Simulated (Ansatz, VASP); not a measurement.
## One calculation of InSb, two programs

```
In Sb
1.0
     2.95294    0.00000    0.00000
     0.00000    2.95294    0.00000
     0.00000    0.00000    5.92921
In Sb
1 1
Direct
  0.00000 0.00000 0.00000
  0.00000 0.00000 0.50000
```

Alike in both runs: task single point; functional PBEsol; k mesh 16 × 16 × 8; occupations gaussian, width 0.15 eV; no spin polarisation.

|  | VASP | Ansatz |
| --- | --- | --- |
| version | VASP 6.6.1 | Ansatz 0.2.0 |
| potentials or method | VASP PAW PBE potentials, release 64 (In_d, Sb), cutoff 500 eV | scalar-relativistic, plane waves, PAW |
| valence electrons in the cell | 18 | 28 |

VASP gave:

| Item | Value |
| --- | --- |
| gap on the k mesh at the Fermi level (eV) | none |
| pressure (GPa) | 5.3 |
| traceless stress, the component that is largest in VASP (GPa) | -0.16 |

Question: Which values does Ansatz return?

Answer: gap on the k mesh at the Fermi level (eV): none; pressure (GPa): 5.2; traceless stress, the component that is largest in VASP (GPa): -0.11.

VASP's potentials were made for PBE, not for PBEsol, and Ansatz warns of the same on its side. A gap of «none» marks a metal or a gap that the smearing closes. VASP's potentials hold 18 valence electrons a cell and Ansatz's 28, so a difference there can come from the potentials and not from the codes.

Neither program's run includes spin-orbit coupling.
